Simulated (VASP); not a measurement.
# CoO in VASP: settings compared, part 2 of 2

VASP 6.6.1. Earlier steps stand in the parts before.

### 3 Single point, PBEsol, collinear spin, ferromagnetic start

This run uses another cell than the first one, of 10.41 Å³/atom, 1.015 times its volume.

Input file INCAR:

```
SYSTEM = CoO
PREC = Accurate ; ENCUT = 520
EDIFF = 1E-7 ; ISMEAR = -1
SIGMA = 0.05 ; LREAL = .False.
LASPH = .True. ; NELM = 150
ALGO = Normal ; ISIF = 2
LWAVE = .False. ; LCHARG = .True.
ISPIN = 2 ; MAGMOM = 2 0
LORBIT = 11 ; LMAXMIX = 4
GGA = PS ; LELF = .True.
LVHAR = .True. ; NBANDS = 18
```

Input file KPOINTS:

```
regular mesh
0
Gamma
  7 7 7
  0 0 0
```

Input file POSCAR:

```
CoO
1.0
    1.5441504437      0.8915156744      2.5212454270
   -1.5441504437      0.8915156744      2.5212454270
    0.0000000000     -1.7830313487      2.5212454270
Co O
1 1
Direct
    1.0000121231      1.0000121231      1.0000121231
    0.7499872269      0.7499872269      0.7499872269
```

Potentials or basis: VASP PAW PBE potentials, release 64 (Co, O).

Run with:

```console
cat potpaw_PBE.64/Co/POTCAR potpaw_PBE.64/O/POTCAR > POTCAR
mpirun -np 1 vasp_std > vasp.out
```

OUTCAR:

```text
SYSTEM = CoO
   PREC = Accurate
   ENCUT = 520
   EDIFF = 1E-7
   ISMEAR = -1
   LREAL = .False.
   LASPH = .True.
   NELM = 150
   ISIF = 2
   ISPIN = 2
   LORBIT = 11
   GGA = PS

 ion  position               nearest neighbor table
   1  0.000  0.000  0.000-   2 1.89   2 1.89   2 1.89   2 1.89
   2  0.750  0.750  0.750-   1 1.89   1 1.89   1 1.89   1 1.89

  LATTYP: Found a trigonal (rhomboedric) cell.
 ALAT       =     3.0880219063
 COS(alpha) =     0.4999096529

  Lattice vectors:

 A1 = (   1.5441504437,   0.8915156744,   2.5212454270)
 A2 = (  -1.5441504437,   0.8915156744,   2.5212454270)
 A3 = (   0.0000000000,  -1.7830313487,   2.5212454270)

Analysis of symmetry for initial positions (statically):
=====================================================================
 Subroutine PRICEL returns:
 Original cell was already a primitive cell.

 Routine SETGRP: Setting up the symmetry group for a
 trigonal (rhombohedral) supercell.

 Subroutine GETGRP returns: Found  6 space group operations
 (whereof  6 operations were pure point group operations)
 out of a pool of 12 trial point group operations.

The static configuration has the point symmetry C_3v.

Analysis of symmetry for dynamics (positions and initial velocities):
=====================================================================
 Subroutine PRICEL returns:
 Original cell was already a primitive cell.

 Routine SETGRP: Setting up the symmetry group for a
 trigonal (rhombohedral) supercell.

 Subroutine GETGRP returns: Found  6 space group operations
 (whereof  6 operations were pure point group operations)
 out of a pool of 12 trial point group operations.

The dynamic configuration has the point symmetry C_3v.

Analysis of structural, dynamic, and magnetic symmetry:
=====================================================================
 Subroutine PRICEL returns:
 Original cell was already a primitive cell.

 Routine SETGRP: Setting up the symmetry group for a
 trigonal (rhombohedral) supercell.

 Subroutine GETGRP returns: Found  6 space group operations
 (whereof  6 operations were pure point group operations)
 out of a pool of 12 trial point group operations.

The overall configuration has the point symmetry C_3v.

 Subroutine INISYM returns: Found  6 space group operations
 (whereof  6 operations are pure point group operations),
 and found     1 'primitive' translations

----------------------------------------------------------------------------------------

                                     Primitive cell

  volume of cell :      20.8250

  direct lattice vectors                    reciprocal lattice vectors
     1.544150444  0.891515674  2.521245427     0.323802646  0.186947545  0.132209792
    -1.544150444  0.891515674  2.521245427    -0.323802646  0.186947545  0.132209792
     0.000000000 -1.783031349  2.521245427     0.000000000 -0.373895090  0.132209792

  length of vectors
     3.088021906  3.088021906  3.088021906     0.396581603  0.396581603  0.396581602

  position of ions in fractional coordinates (direct lattice)
     0.000012123  0.000012123  0.000012123
     0.749987227  0.749987227  0.749987227

  ion indices of the primitive-cell ions
   primitive index   ion index
                 1           1
                 2           2

----------------------------------------------------------------------------------------

 KPOINTS: regular mesh

[... 57 lines left out ...]
 SYSTEM =  CoO
   PREC   = accura    normal or accurate (medium, high low for compatibility)
   ISTART =      0    job   : 0-new  1-cont  2-samecut
   ICHARG =      2    charge: 1-file 2-atom 10-const
   ISPIN  =      2    spin polarized calculation?
   LNONCOLLINEAR =      F non collinear calculations
   LSORBIT =      F    spin-orbit coupling
   LASPH  =      T    aspherical Exc in radial PAW
   ENCUT  =  520.0 eV  38.22 Ry    6.18 a.u.   5.74  5.74  5.74*2*pi/ulx,y,z
   NELM   =    150;   NELMIN=  2; NELMDL= -5     # of ELM steps
   EDIFF  = 0.1E-06   stopping-criterion for ELM
   LREAL  =      F    real-space projection
   EDIFFG = 0.1E-05   stopping-criterion for IOM
   NSW    =      0    number of steps for IOM
   IBRION =     -1    ionic relax: 0-MD 1-quasi-New 2-CG
   NFREE  =      0    steps in history (QN), initial steepest desc. (CG)
   ISIF   =      2    stress and relaxation
   ISYM   =      2    0-nonsym 1-usesym 2-fastsym
   POTIM  = 0.5000    time-step for ionic-motion
   TEBEG  =    0.0;   TEEND  =   0.0 temperature during run
   PSTRESS=    0.0 pullay stress
   NELECT =      15.0000    total number of electrons
   NUPDOWN=      -1.0000    fix difference up-down
   EMIN   =  10.00;   EMAX   =-10.00  energy-range for DOS
   EFERMI =   0.00;   METHOD = LEGACY
   ISMEAR =    -1;   SIGMA  =   0.05  broadening in eV -4-tet -1-fermi 0-gaus
   EFERMI_NEDOS =   21; number of points for ismear=-14 and -15
   IALGO  =     38    algorithm
   IMIX   =      4    mixing-type and parameters
     AMIX     =   0.40;   BMIX     =  1.00
     AMIX_MAG =   1.60;   BMIX_MAG =  1.00
  volume/ion in A,a.u.               =      10.41        70.27
  Fermi-wavevector in a.u.,A,eV,Ry     =   1.467496  2.773165 29.300752  2.153545
  Thomas-Fermi vector in A             =   2.583107
   LORBIT       =     11    0 simple, 1 ext, 2 COOP (PROOUT), +10 PAW based schemes
   GGA     = PS    functional components
   LHFCALC =     F    Hartree Fock is set to
   AEXX    =    0.0000 exact exchange contribution
   IVDW    =     0    specifies the selected vdW correction
   LEPSILON=     F    determine dielectric tensor
   LRPA    =     F    only Hartree local field effects (RPA)
 spin polarized calculation
  energy-cutoff  :      520.00
  volume of cell :       20.82
 maximum number of plane-waves:       567
   NGX = 11   NGY = 11   NGZ = 11

 number of electron      14.9999993 magnetization       2.0582113

 Free energy of the ion-electron system (eV)
  ---------------------------------------------------
  ext. energy  EPLUGINS =         0.00000000
  ---------------------------------------------------
  free energy    TOTEN  =       -14.28714055 eV

  energy without entropy =      -14.27043699  energy(sigma->0) =      -14.27878877

 E-fermi :   6.9473     XC(G=0): -12.0171

 val. band max:        6.9305241023   @ k =   0.4286   0.4286   0.4286
 cond. band min:       6.9634021790   @ k =   0.1429   0.0000   0.0000
 fundamental gap:      0.0328780767
 Fermi energy:         6.9473170757

 spin component 1

 k-point     1 :       0.0000    0.0000    0.0000
  band No.  band energies     occupation
      1     -13.7867      1.00000
      2       0.2732      1.00000
      3       0.2732      1.00000
      4       0.2742      1.00000
      5       4.9428      1.00000
      6       4.9428      1.00000
[... 493 lines left out ...]
     17      33.0783      0.00000
     18      34.8099      0.00000

 [... further k-points ...]

 spin component 2

 k-point     1 :       0.0000    0.0000    0.0000
  band No.  band energies     occupation
      1     -13.4252      1.00000
      2       1.1368      1.00000
      3       1.1368      1.00000
      4       1.1378      1.00000
      5       6.2567      1.00000
      6       6.2567      1.00000
[... 493 lines left out ...]
     17      33.4653      0.00000
     18      35.1387      0.00000

 [... further k-points ...]
[... 5 lines left out ...]
  --------------------------------------------------------------------------------------
  -------------------------------------------------------------------------------------
  Total       -0.0367962     -0.0367962     -0.0356025      0.0000000     -0.0000000      0.0000000
  in kB       -2.8309251     -2.8309251     -2.7390884      0.0000000     -0.0000000      0.0000000
  external PRESSURE =      -2.8003129 kB  Pullay stress =       0.0000000 kB

 VOLUME and BASIS-vectors are now :
 -----------------------------------------------------------------------------
  energy-cutoff  :      520.00
  volume of cell :       20.82
      direct lattice vectors                 reciprocal lattice vectors
     1.544150444  0.891515674  2.521245427     0.323802646  0.186947545  0.132209792
    -1.544150444  0.891515674  2.521245427    -0.323802646  0.186947545  0.132209792
     0.000000000 -1.783031349  2.521245427     0.000000000 -0.373895090  0.132209792

 POSITION                                       TOTAL-FORCE (eV/Angst)
 -----------------------------------------------------------------------------------
      0.00000      0.00000      0.00009         0.000000     -0.000000     -0.000298
      0.00000      0.00000      5.67271         0.000000      0.000000      0.000298
 -----------------------------------------------------------------------------------
    total drift:                                0.000000      0.000000     -0.000007

  FREE ENERGIE OF THE ION-ELECTRON SYSTEM (eV)
  ---------------------------------------------------
  free  energy   TOTEN  =       -14.2871405500 eV

  energy  without entropy=      -14.2704369895  energy(sigma->0) =      -14.27878877

 total charge

# of ion       s       p       d       tot
------------------------------------------
    1        0.378   0.532   7.314   8.223
    2        1.550   3.438   0.000   4.988
--------------------------------------------------
tot          1.928   3.969   7.314  13.211

 magnetization (x)

# of ion       s       p       d       tot
------------------------------------------
    1        0.010   0.045   1.755   1.811
    2        0.017   0.179   0.000   0.197
--------------------------------------------------
tot          0.028   0.225   1.755   2.007
```

Run time: 18 s. Hardware: 1 thread of Intel Xeon 6975P-C (Granite Rapids), shared host; peak memory 0.16 GiB.

What came out:

* Free energy: -14.2871 eV
* Pressure: -0.3 GPa
* Net moment: 2.06 μB per cell
* Site moments: Co +1.81; O +0.20 μB
* Valence electrons inside the program's atomic spheres: Co 8.22; O 4.99

Caveat: the PAW data sets were made with another functional, which shifts forces and pressure a little; a cell with one magnetic atom can't hold antiferromagnetic order, which such compounds often take; semilocal functionals often make such compounds metallic where correlation or magnetic order opens a gap, which also shifts bond lengths.

### 4 Relaxation of cell and atoms, PBEsol+D3(BJ), collinear spin, ferromagnetic start

This run uses another cell than the first one, of 11.41 Å³/atom, 1.113 times its volume.

Input file INCAR:

```
PREC = Accurate
ENCUT = 600
EDIFF = 1E-6
ISMEAR = -1
SIGMA = 0.05
LREAL = False
LASPH = True
NELM = 150
ALGO = Normal
ISIF = 3
LWAVE = False
LCHARG = False
ISPIN = 2
MAGMOM = 2 0
LORBIT = 11
LMAXMIX = 4
GGA = PS
IVDW = 12
IBRION = 2
NSW = 80
EDIFFG = -0.005
```

Input file KPOINTS:

```
regular mesh
0
Gamma
  7 7 7
```

Input file POSCAR:

```
CoO
1.0
    1.6022198417      0.9250420569      2.5664708903
   -1.6022198417      0.9250420569      2.5664708903
    0.0000000000     -1.8500841138      2.5664708903
Co O
1 1
Direct
    0.9989783200      0.9989783200      0.9989783200
    0.7510210300      0.7510210300      0.7510210300
```

Run with:

```console
cat potpaw_PBE.64/Co/POTCAR potpaw_PBE.64/O/POTCAR > POTCAR
mpirun -np 1 vasp_std > vasp.out
```

It took 72 s on 1 thread of Intel Xeon 6975P-C (Granite Rapids), shared host; peak memory 0.2 GiB.

It converged, with:

- Free energy: -14.7018 eV
- Relaxed volume: 10.14 Å³/atom
- Relaxed cell: a = 3.060 Å, b = 3.060 Å, c = 3.060 Å, α = 60.05°, β = 60.05°, γ = 60.05°
- Space group after relaxing (to 0.05 Å): F-43m (No. 216)
- Energy gained by relaxing: 52.7 meV/atom
- Ionic steps: 7
- Pressure after relaxing: 0.0 GPa
- Largest force after relaxing: 0.005 eV/Å
- Net moment: 1.91 μB per cell
- Site moments: Co +1.68; O +0.18 μB
- Valence electrons inside the program's atomic spheres: Co 8.29; O 5.00
- Dispersion energy per atom: -0.206 eV

Forces on the atoms (eV/Å):
```
Co   0.000  0.000 -0.005
O    0.000  0.000  0.005
```

The path:
| step | energy change (eV) | largest force (eV/Å) | pressure (GPa) | volume (Å³) |
| --- | --- | --- | --- | --- |
| 1 | 0.0000 | 0.2318 | -11.09 | 22.82 |
| 2 | -0.1053 | 0.0410 | -0.14 | 20.31 |
| 3 | -0.1053 | 0.0421 | -0.26 | 20.31 |
| 4 | -0.1054 | 0.0140 | 0.02 | 20.28 |
| 5 | -0.1054 | 0.0044 | -0.01 | 20.29 |
| 6 | -0.1054 | 0.0035 | 0.05 | 20.29 |
| 7 | -0.1054 | 0.0049 | 0.04 | 20.28 |

Final structure:
```yaml
crystal:
  lattice:
    - [1.53106, 0.88396, 2.49753]
    - [-1.53106, 0.88396, 2.49753]
    - [0.00000, -1.76792, 2.49753]
  atoms:
    - { symbol: Co, position: [0.00012, 0.00012, 0.00012] }
    - { symbol: O, position: [0.74987, 0.74987, 0.74987] }
```

Levels at points of the mesh, in eV from the Fermi level:
Spin up:
```tsv
k point	band 5	band 6	band 7	band 8	band 9	band 10	band 11	band 12
(0.00, 0.00, 0.00)	-2.01	-2.01	0.38	0.88	0.88	0.88	15.08	15.08
```
Spin down:
```csv
k point,band 4,band 5,band 6,band 7,band 8,band 9,band 10,band 11
"(0.00, 0.00, 0.00)",-6.06,-0.80,-0.80,0.66,2.52,2.53,2.53,15.37
```

Caveat: the PAW data sets were made with another functional, which shifts forces and pressure a little; a cell with one magnetic atom can't hold antiferromagnetic order, which such compounds often take; semilocal functionals often make such compounds metallic where correlation or magnetic order opens a gap, which also shifts bond lengths; pairwise dispersion overbinds metals, which lowers pressure and volume.

### 5 Overview

| task | level | cell | cutoff (eV) | gap on the mesh (eV) | pressure (GPa) | moment (μB) |
| --- | --- | --- | --- | --- | --- | --- |
| single point | PBEsol+D4 | a = 3.073 Å, angles 60.0°, 2 atoms | 520 | none | -0.3 | 1.97 |
| single point | PBEsol | a = 3.088 Å, angles 60.0°, 2 atoms | 520 | none | -0.3 | 2.06 |
| relaxation of cell and atoms | PBEsol+D3(BJ) | relaxed from a = 3.164 Å, angles 60.9°, 2 atoms | 600 | none | 0.0 | 1.91 |

Alike in all rows: potentials or basis VASP PAW PBE potentials, release 64 (Co, O); spin collinear, ferromagnetic start; k mesh 7 × 7 × 7; smearing fermi-dirac 0.05 eV.

Caveats: the PAW data sets were made with another functional, which shifts forces and pressure a little; a cell with one magnetic atom can't hold antiferromagnetic order, which such compounds often take; semilocal functionals often make such compounds metallic where correlation or magnetic order opens a gap, which also shifts bond lengths; pairwise dispersion overbinds metals, which lowers pressure and volume (some runs).

Absolute energies hang on the potentials; compare differences alone.
